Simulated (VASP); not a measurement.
# BaF2 (Fm-3m) in VASP: single point with PBE

Aim: the single point of BaF2 with PBE.

All numbers are computed with VASP 6.6.1; they aren't measurements. Logs are shortened: lines on timing, memory, paths and dates and some standing lists are left out, and cuts for length are marked.

### 1 The cell of the first run

The structure is cubic, space group Fm-3m (No. 225). The conventional cell has a = 6.089 Å, b = 6.089 Å, c = 6.089 Å, α = 90.00°, β = 90.00°, γ = 90.00°. Within 3.5 Å of Ba (site symmetry m-3m) lie 8 F at 2.64 Å. Within 3.5 Å of F (site symmetry -43m) lie 4 Ba at 2.64 Å and 6 F at 3.04 Å.

### 2 Single point, PBE (Ca replaced by Ba, lengths x 1.081, strained)

File INCAR:

```
SYSTEM = BaF2
  PREC = Accurate
  ENCUT = 1350
  EDIFF = 1E-6
  ISMEAR = 0
  SIGMA = 0.02
  LREAL = .FALSE.
  LASPH = .TRUE.
  NELM = 120
  ALGO = Normal
  ISIF = 2
  LWAVE = .FALSE.
  LCHARG = .FALSE.
  GGA = PE
  NBANDS = 19
  GGA_COMPAT = .FALSE.
```

File KPOINTS:

```
Automatic mesh
0
G
  6 6 6
  0 0 0
```

File POSCAR:

```
BaF2
1.0
    0.0000000000      3.0443444327      3.0443444327
    3.0443444327      0.0000000000      3.0443444327
    3.0443444327      3.0443444327      0.0000000000
Ba F
1 2
Direct
    0.0000000000      0.0000000000      0.0000000000
    0.2500000000      0.2500000000      0.2500000000
    0.7500000000      0.7500000000      0.7500000000
```

Potentials or basis: VASP PAW PBE potentials, release 64 (Ba_sv, F_h).

Command:

```bash
cat potpaw_PBE.64/Ba_sv/POTCAR potpaw_PBE.64/F_h/POTCAR > POTCAR
mpirun -np 1 vasp_std > vasp.out
```

OUTCAR:

```text
SYSTEM = BaF2
   PREC = Accurate
   ENCUT = 1350
   EDIFF = 1E-6
   ISMEAR = 0
   LREAL = .FALSE.
   LASPH = .TRUE.
   NELM = 120
   ISIF = 2
   GGA = PE

 ion  position               nearest neighbor table
   1  0.000  0.000  0.000-   3 2.64   3 2.64   3 2.64   2 2.64   3 2.64   2 2.64   2 2.64   2 2.64

   2  0.250  0.250  0.250-   1 2.64   1 2.64   1 2.64   1 2.64
   3  0.750  0.750  0.750-   1 2.64   1 2.64   1 2.64   1 2.64

  LATTYP: Found a face centered cubic cell.
 ALAT       =     6.0886888654

  Lattice vectors:

 A1 = (   0.0000000000,   3.0443444327,   3.0443444327)
 A2 = (   3.0443444327,   0.0000000000,   3.0443444327)
 A3 = (   3.0443444327,   3.0443444327,   0.0000000000)

Analysis of symmetry for initial positions (statically):
=====================================================================
 Subroutine PRICEL returns:
 Original cell was already a primitive cell.

 Routine SETGRP: Setting up the symmetry group for a
 face centered cubic supercell.

 Subroutine GETGRP returns: Found 48 space group operations
 (whereof 48 operations were pure point group operations)
 out of a pool of 48 trial point group operations.

The static configuration has the point symmetry O_h .

Analysis of symmetry for dynamics (positions and initial velocities):
=====================================================================
 Subroutine PRICEL returns:
 Original cell was already a primitive cell.

 Routine SETGRP: Setting up the symmetry group for a
 face centered cubic supercell.

 Subroutine GETGRP returns: Found 48 space group operations
 (whereof 48 operations were pure point group operations)
 out of a pool of 48 trial point group operations.

The dynamic configuration has the point symmetry O_h .

 Subroutine INISYM returns: Found 48 space group operations
 (whereof 48 operations are pure point group operations),
 and found     1 'primitive' translations

----------------------------------------------------------------------------------------

                                     Primitive cell

  volume of cell :      56.4302

  direct lattice vectors                    reciprocal lattice vectors
     0.000000000  3.044344433  3.044344433    -0.164238972  0.164238972  0.164238972
     3.044344433  0.000000000  3.044344433     0.164238972 -0.164238972  0.164238972
     3.044344433  3.044344433  0.000000000     0.164238972  0.164238972 -0.164238972

  length of vectors
     4.305353185  4.305353185  4.305353185     0.284470244  0.284470244  0.284470244

  position of ions in fractional coordinates (direct lattice)
     0.000000000  0.000000000  0.000000000
     0.250000000  0.250000000  0.250000000
     0.750000000  0.750000000  0.750000000

  ion indices of the primitive-cell ions
   primitive index   ion index
                 1           1
                 2           2
                 3           3

----------------------------------------------------------------------------------------

 KPOINTS: Automatic mesh

Automatic generation of k-mesh.
 Grid dimensions read from file:
 generate k-points for:    6    6    6

 Generating k-lattice:

  Cartesian coordinates                     Fractional coordinates (reciprocal lattice)
    -0.027373162  0.027373162  0.027373162     0.166666667  0.000000000  0.000000000
     0.027373162 -0.027373162  0.027373162     0.000000000  0.166666667  0.000000000
     0.027373162  0.027373162 -0.027373162     0.000000000  0.000000000  0.166666667

  Length of vectors
     0.047411707  0.047411707  0.047411707

  Shift w.r.t. Gamma in fractional coordinates (k-lattice)
     0.000000000  0.000000000  0.000000000

 Subroutine IBZKPT returns following result:
 ===========================================

 Found     16 irreducible k-points:

 Following reciprocal coordinates:
            Coordinates               Weight
  0.000000  0.000000  0.000000      1.000000
  0.166667  0.000000  0.000000      8.000000
  0.333333  0.000000  0.000000      8.000000
  0.500000  0.000000  0.000000      4.000000
  0.166667  0.166667  0.000000      6.000000
  0.333333  0.166667  0.000000     24.000000
[... 8 lines left out ...]
 -0.333333  0.333333  0.166667     24.000000
 -0.333333  0.500000  0.166667     12.000000
   k-points           NKPTS =     16   k-points in BZ     NKDIM =     16   number of bands    NBANDS=     19
   number of dos      NEDOS =    301   number of ions     NIONS =      3
   total plane-waves  NPLWV = 157464
   dimension x,y,z NGX =    54 NGY =   54 NGZ =   54
   dimension x,y,z NGXF=   108 NGYF=  108 NGZF=  108
   ions per type =               1   2
   NGX,Y,Z   is equivalent  to a cutoff of  20.85, 20.85, 20.85 a.u.
   NGXF,Y,Z  is equivalent  to a cutoff of  41.70, 41.70, 41.70 a.u.
 SYSTEM =  BaF2
   PREC   = accura    normal or accurate (medium, high low for compatibility)
   ISTART =      0    job   : 0-new  1-cont  2-samecut
   ICHARG =      2    charge: 1-file 2-atom 10-const
   ISPIN  =      1    spin polarized calculation?
   LNONCOLLINEAR =      F non collinear calculations
   LSORBIT =      F    spin-orbit coupling
   LASPH  =      T    aspherical Exc in radial PAW
   ENCUT  = 1350.0 eV  99.22 Ry    9.96 a.u.  12.90 12.90 12.90*2*pi/ulx,y,z
   NELM   =    120;   NELMIN=  2; NELMDL= -5     # of ELM steps
   EDIFF  = 0.1E-05   stopping-criterion for ELM
   LREAL  =      F    real-space projection
   EDIFFG = 0.1E-04   stopping-criterion for IOM
   NSW    =      0    number of steps for IOM
   IBRION =     -1    ionic relax: 0-MD 1-quasi-New 2-CG
   NFREE  =      0    steps in history (QN), initial steepest desc. (CG)
   ISIF   =      2    stress and relaxation
   ISYM   =      2    0-nonsym 1-usesym 2-fastsym
   POTIM  = 0.5000    time-step for ionic-motion
   TEBEG  =    0.0;   TEEND  =   0.0 temperature during run
   PSTRESS=    0.0 pullay stress
   NELECT =      24.0000    total number of electrons
   NUPDOWN=      -1.0000    fix difference up-down
   EMIN   =  10.00;   EMAX   =-10.00  energy-range for DOS
   EFERMI =   0.00;   METHOD = LEGACY
   ISMEAR =     0;   SIGMA  =   0.02  broadening in eV -4-tet -1-fermi 0-gaus
   EFERMI_NEDOS =   21; number of points for ismear=-14 and -15
   IALGO  =     38    algorithm
   IMIX   =      4    mixing-type and parameters
     AMIX     =   0.40;   BMIX     =  1.00
     AMIX_MAG =   1.60;   BMIX_MAG =  1.00
  volume/ion in A,a.u.               =      18.81       126.94
  Fermi-wavevector in a.u.,A,eV,Ry     =   1.231142  2.326521 20.622493  1.515710
  Thomas-Fermi vector in A             =   2.365963
   LORBIT       =      0    0 simple, 1 ext, 2 COOP (PROOUT), +10 PAW based schemes
   GGA     = PE    functional components
   LHFCALC =     F    Hartree Fock is set to
   AEXX    =    0.0000 exact exchange contribution
   IVDW    =     0    specifies the selected vdW correction
   LEPSILON=     F    determine dielectric tensor
   LRPA    =     F    only Hartree local field effects (RPA)
 non-spin polarized calculation
 Gauss-broadening in eV      SIGMA  =   0.02
  energy-cutoff  :     1350.00
  volume of cell :       56.43
 maximum number of plane-waves:      6375
 NGX is ok and might be reduce to    54
   NGX = 25   NGY = 25   NGZ = 25

 number of electron      24.0000000 magnetization

 Free energy of the ion-electron system (eV)
  ---------------------------------------------------
  ext. energy  EPLUGINS =         0.00000000
  ---------------------------------------------------
  free energy    TOTEN  =       -17.03614768 eV

  energy without entropy =      -17.03614768  energy(sigma->0) =      -17.03614768

 E-fermi :  -1.3579     XC(G=0):  -8.9513

 val. band max:       -1.5525928838   @ k =  -0.1667   0.1667   0.0000
 cond. band min:       5.4760222349   @ k =   0.0000   0.0000   0.0000
 fundamental gap:      7.0286151187
 Fermi energy:        -1.3579363177

 k-point     1 :       0.0000    0.0000    0.0000
  band No.  band energies     occupation
      1     -24.5132      2.00000
      2     -20.5572      2.00000
      3     -20.4179      2.00000
      4      -9.2582      2.00000
      5      -9.2582      2.00000
      6      -9.2582      2.00000
[... 11 lines left out ...]
     18      10.2958      0.00000
     19      14.2820      0.00000

 k-point     2 :       0.1667    0.0000    0.0000
  band No.  band energies     occupation
      1     -24.4451      2.00000
      2     -20.5900      2.00000
      3     -20.5019      2.00000
      4      -9.3166      2.00000
      5      -9.3102      2.00000
      6      -9.3102      2.00000
[... 11 lines left out ...]
     18      10.3165      0.00000
     19      13.2409      0.00000

 k-point     3 :       0.3333    0.0000    0.0000
  band No.  band energies     occupation
      1     -24.2980      2.00000
      2     -20.7391      2.00000
      3     -20.5981      2.00000
      4      -9.4122      2.00000
      5      -9.4090      2.00000
      6      -9.4090      2.00000
[... 11 lines left out ...]
     18      10.3963      0.00000
     19      12.4132      0.00000

 k-point     4 :       0.5000    0.0000    0.0000
  band No.  band energies     occupation
      1     -24.2178      2.00000
      2     -20.8433      2.00000
      3     -20.6234      2.00000
      4      -9.4561      2.00000
      5      -9.4561      2.00000
      6      -9.4513      2.00000
[... 231 lines left out ...]
     18      11.3545      0.00000
     19      13.4262      0.00000

 k-point    15 :      -0.3333    0.3333    0.1667
  band No.  band energies     occupation
      1     -24.1377      2.00000
      2     -20.8249      2.00000
      3     -20.7691      2.00000
      4      -9.6924      2.00000
      5      -9.4107      2.00000
      6      -9.4096      2.00000
[... 11 lines left out ...]
     18      12.2905      0.00000
     19      13.0913      0.00000

 k-point    16 :      -0.3333    0.5000    0.1667
  band No.  band energies     occupation
      1     -24.1098      2.00000
      2     -20.8752      2.00000
      3     -20.7611      2.00000
      4      -9.7612      2.00000
      5      -9.5695      2.00000
      6      -9.2197      2.00000
[... 11 lines left out ...]
     18      13.4748      0.00000
     19      13.8226      0.00000

------------------------ aborting loop because EDIFF is reached ----------------------------------------

  FORCE on cell =-STRESS in cart. coord.  units (eV):
  Direction    XX          YY          ZZ          XY          YZ          ZX
  --------------------------------------------------------------------------------------
  -------------------------------------------------------------------------------------
  Total        2.1889740      2.1889740      2.1889740      0.0000000      0.0000000      0.0000000
  in kB       62.1498133     62.1498133     62.1498133      0.0000000      0.0000000      0.0000000
  external PRESSURE =      62.1498133 kB  Pullay stress =       0.0000000 kB

 VOLUME and BASIS-vectors are now :
 -----------------------------------------------------------------------------
  energy-cutoff  :     1350.00
  volume of cell :       56.43
      direct lattice vectors                 reciprocal lattice vectors
     0.000000000  3.044344433  3.044344433    -0.164238972  0.164238972  0.164238972
     3.044344433  0.000000000  3.044344433     0.164238972 -0.164238972  0.164238972
     3.044344433  3.044344433  0.000000000     0.164238972  0.164238972 -0.164238972

 POSITION                                       TOTAL-FORCE (eV/Angst)
 -----------------------------------------------------------------------------------
      0.00000      0.00000      0.00000         0.000000     -0.000000      0.000000
      1.52217      1.52217      1.52217         0.000000      0.000000      0.000000
      4.56652      4.56652      4.56652        -0.000000     -0.000000     -0.000000
 -----------------------------------------------------------------------------------
    total drift:                                0.000000      0.000000      0.000000

  FREE ENERGIE OF THE ION-ELECTRON SYSTEM (eV)
  ---------------------------------------------------
  free  energy   TOTEN  =       -17.0361476822 eV

  energy  without entropy=      -17.0361476822  energy(sigma->0) =      -17.03614768
```

Run time: 66 s. Hardware: 1 thread of AMD EPYC 7R13 (Zen 3), shared host; peak memory 0.38 GiB.

Results:

| Quantity | Value |
| --- | --- |
| Free energy | -17.0361 eV |
| Pressure | 6.2 GPa |
| Band gap on the k mesh | 7.03 eV (least direct gap 7.12 eV) |

Levels at points of the mesh, in eV from the valence-band top:
| k point | band 10 | band 11 | band 12 | band 13 | band 14 | band 15 |
| --- | --- | --- | --- | --- | --- | --- |
| (0.00, 0.00, 0.00) | -0.09 | -0.09 | -0.09 | 7.03 | 9.40 | 9.40 |
| (0.50, 0.00, 0.00) | -0.34 | -0.14 | -0.14 | 9.41 | 9.41 | 9.45 |
| (0.50, 0.50, 0.00) | -0.27 | -0.27 | -0.16 | 7.36 | 9.30 | 11.01 |

Caveat: the cell differs from its parent crystal (Ca replaced by Ba, lengths x 1.081, strained); the cell stands under pressure; spin-orbit coupling is left out, which moves the levels of the heavy elements.
